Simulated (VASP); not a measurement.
Write the native input for VASP 6.6.1 that does the following.

```yaml
Task: single point
Functional: PBE
Potentials_or_basis: VASP PAW PBE potentials, release 64 (Mg, O)
Cutoff: 520 eV
k_mesh: 3 × 3 × 4
Occupations: fermi-dirac, width 0.02 eV
Spin: no spin polarisation
Dipole_correction: no
Further_INCAR_settings: LREAL = Auto; ALGO = Normal; EDIFF = 1e-06; NBANDS = 46
```

The structure of MgO lies in POSCAR:

```
MgO
1.0
    6.5764345072      0.0000000001      0.0000000000
   -3.2882172536      5.6953593495      0.0000000000
    0.0000000000      0.0000000000      5.0343661375
Mg O
8 8
Direct
    0.1663114127      0.3289676533     -0.0062705014
    0.3410034528      0.1716093647      0.4792069019
    0.1731873009      0.8408452753     -0.0076623350
    0.3328651177      0.6664701500      0.5023838018
    0.6650236540      0.3338716459     -0.0286123409
    0.8264147663      0.1687247355      0.4836813481
    0.6619310388      0.8303289941     -0.0058493958
    0.8400737268      0.6700298903      0.4792658965
    0.1616303675      0.3339273052      0.3897644602
    0.3339582360      0.1669209863      0.8778261015
    0.1752074068      0.8410895092      0.3873542263
    0.3271528885      0.6625871641      0.9004176248
    0.6713385354      0.3407244180      0.3841530288
    0.8260309199      0.1664188231      0.9026554438
    0.6611715035      0.8245291845      0.3919387160
    0.8313748468      0.6663942988      0.8780018932
```

The input as run:

INCAR

```
ALGO = Normal
EDIFF = 1E-6
ENCUT = 520
GGA = PE
ISIF = 2
ISMEAR = -1
LASPH = True
LCHARG = False
LREAL = Auto
LWAVE = False
NBANDS = 46
NELM = 100
PREC = Accurate
SIGMA = 0.02
```

KPOINTS

```
k-points
0
Gamma
  3 3 4
```

Potentials or basis: VASP PAW PBE potentials, release 64 (Mg, O).

Launch:

```console
$ cat potpaw_PBE.64/Mg/POTCAR potpaw_PBE.64/O/POTCAR > POTCAR
$ mpirun -np 1 vasp_std > vasp.out
```

Results of the run:

* Pressure: 3.6 GPa
* Largest force: 1.043 eV/Å
* Band gap on the k mesh: 3.44 eV

Caveat: forces of over 1 eV/Å act on the atoms, so gaps and moduli don't describe the material at rest.

It took 3 min on 1 thread of Intel(R) Xeon(R) Platinum 8488C (Sapphire Rapids), with other jobs on the host, peak memory 0.35 GiB.
